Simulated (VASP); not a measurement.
Wanted: the native input for a VASP 6.6.1 run.

```
Task                   : single point
Functional             : PBE
Potentials or basis    : VASP PAW PBE potentials, release 64 (Pb_d)
Cutoff                 : 500 eV
k mesh                 : 13 × 13 × 13
Occupations            : fermi-dirac, width 0.15 eV
Spin                   : no spin polarisation
Dipole correction      : no
Further INCAR settings : ALGO = Normal; EDIFF = 1e-06; NBANDS = 13
```

The structure of Pb lies in POSCAR:

```
Pb
1.0
    0.0000000000      2.4698000000      2.4698000000
    2.4698000000      0.0000000000      2.4698000000
    2.4698000000      2.4698000000      0.0000000000
Pb
1
Direct
    0.0000000000      0.0000000000      0.0000000000
```

These files were run (other wordings do the same):

INCAR

```
SYSTEM = Pb
PREC = Accurate ; ENCUT = 500
EDIFF = 1E-6 ; ISMEAR = -1
SIGMA = 0.15 ; LREAL = .False.
LASPH = .True. ; NELM = 120
ALGO = Normal ; ISIF = 2
LWAVE = .False. ; LCHARG = .True.
GGA = PE ; LELF = .True.
LVHAR = .True. ; NBANDS = 13
GGA_COMPAT = .False.
```

KPOINTS

```
regular mesh
0
Gamma
  13 13 13
  0 0 0
```

Potentials or basis: VASP PAW PBE potentials, release 64 (Pb_d).

The run is started by

```bash
$ cat potpaw_PBE.64/Pb_d/POTCAR > POTCAR
$ mpirun -np 1 vasp_std > vasp.out
```

Results of the run:

* Pressure: 2.8 GPa
* Band gap on the k mesh: zero (band 7 reaches 14.82 eV, above the bottom of band 8 at 5.67 eV)

Caveat: spin-orbit coupling is left out, which moves the levels of the heavy elements.

Wall time 44 s on 1 thread of AMD EPYC 7R13 (shared host), peak memory 0.14 GiB.
